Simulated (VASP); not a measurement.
Wanted: the native input for a VASP 6.6.1 run.

```
Task                   : relaxation of cell and atoms
Functional             : PBEsol
Potentials or basis    : VASP PAW PBE potentials, release 64 (Lu)
Cutoff                 : 600 eV
k mesh                 : 8 × 8 × 8
Occupations            : fermi-dirac, width 0.1 eV
Spin                   : no spin polarisation
Dipole correction      : no
Further INCAR settings : ALGO = Normal; EDIFF = 1e-06; IBRION = 2; EDIFFG = -0.03; NSW = 80; ISIF = 3
```

The structure of Lu lies in POSCAR:

```
Lu
1.0
    3.1215077324      0.0000000000      0.0000000000
    0.0000000000      3.1215077324      0.0000000000
    0.0000000000      0.0000000000      3.1215077324
Lu
1
Direct
    0.0000000000      0.0000000000      0.0000000000
```

This isn't the form of Lu at room conditions, which is hcp.

One way to write it, as run:

INCAR

```
PREC     = Accurate       # precision mode
ENCUT    = 600            # plane-wave cutoff, eV
EDIFF    = 1E-6           # SCF threshold, eV
ISMEAR   = -1             # smearing method
SIGMA    = 0.1            # smearing width, eV
LREAL    = F              # projectors in reciprocal space
LASPH    = T              # aspherical terms in the spheres
NELM     = 100            # most SCF steps
ALGO     = Normal         # electronic algorithm
ISIF     = 3              # what is computed and relaxed
LWAVE    = F              # write WAVECAR
LCHARG   = F              # write CHGCAR
GGA      = PS             # functional
IBRION   = 2              # ionic algorithm
NSW      = 80             # ionic steps
EDIFFG   = -0.03          # ionic threshold
```

KPOINTS

```
regular mesh
0
Gamma
  8 8 8
```

Potentials or basis: VASP PAW PBE potentials, release 64 (Lu).

Run with:

```bash
$ cat potpaw_PBE.64/Lu/POTCAR > POTCAR
$ mpirun -np 1 vasp_std > vasp.out
```

It gave:

| Property | Result |
| --- | --- |
| Relaxed volume | 30.62 Å³/atom |
| Relaxed cell | a = 3.129 Å, b = 3.129 Å, c = 3.129 Å, α = 90.00°, β = 90.00°, γ = 90.00° |
| Space group after relaxing (to 0.1 Å) | Pm-3m (No. 221) |
| Energy gained by relaxing | 0.1 meV/atom |
| Ionic steps | 2 |
| Pressure after relaxing | 0.0 GPa |
| Band gap on the k mesh | zero (an odd number of electrons rules out a gap without spin polarisation) |

Caveat: the PAW data sets were made with another functional, which shifts forces and pressure a little; spin-orbit coupling is left out, which moves the levels of the heavy elements.

Run time: 17 s on 1 thread of Intel(R) Xeon(R) 6975P-C (Granite Rapids), with other jobs on the host, peak memory 0.18 GiB.
